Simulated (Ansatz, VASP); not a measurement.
## TaTe: VASP beside Ansatz

```
CELL_PARAMETERS angstrom
0.00000 2.89675 2.89675
2.89675 0.00000 2.89675
2.89675 2.89675 0.00000
ATOMIC_POSITIONS crystal
Ta 0.50000 0.50000 0.50000
Te 0.00000 0.00000 0.00000
```

Alike in both runs: task single point; functional r2SCAN; k mesh 10 × 10 × 10; occupations gaussian, width 0.05 eV; collinear spin.

|  | VASP | Ansatz |
| --- | --- | --- |
| version | VASP 6.6.1 | Ansatz 0.2.0 |
| potentials or method | VASP PAW PBE potentials, release 64 (Ta_pv, Te), cutoff 520 eV | scalar-relativistic, plane waves, PAW |
| valence electrons in the cell | 17 | 29 |

```tsv
	VASP	Ansatz	Ansatz less VASP
gap on the k mesh at the Fermi level (eV)	none	none	-
pressure (GPa)	-6.5	-0.9	+5.58
net moment per atom (μB)	0.00	1.12	+1.122
size of the moment on the site where the two differ most (μB)	0.00	1.57	+1.562
```

The net moments are unlike, so the other rows may belong to different states. VASP's potentials were made for PBE, not for r2SCAN. Site moments also hang on the region over which each program counts them. A gap of «none» marks a metal or a gap that the smearing closes. VASP's potentials hold 17 valence electrons a cell and Ansatz's 29, so a difference there can come from the potentials and not from the codes. Ansatz's warnings: stability check not made.

Neither program's run includes spin-orbit coupling.
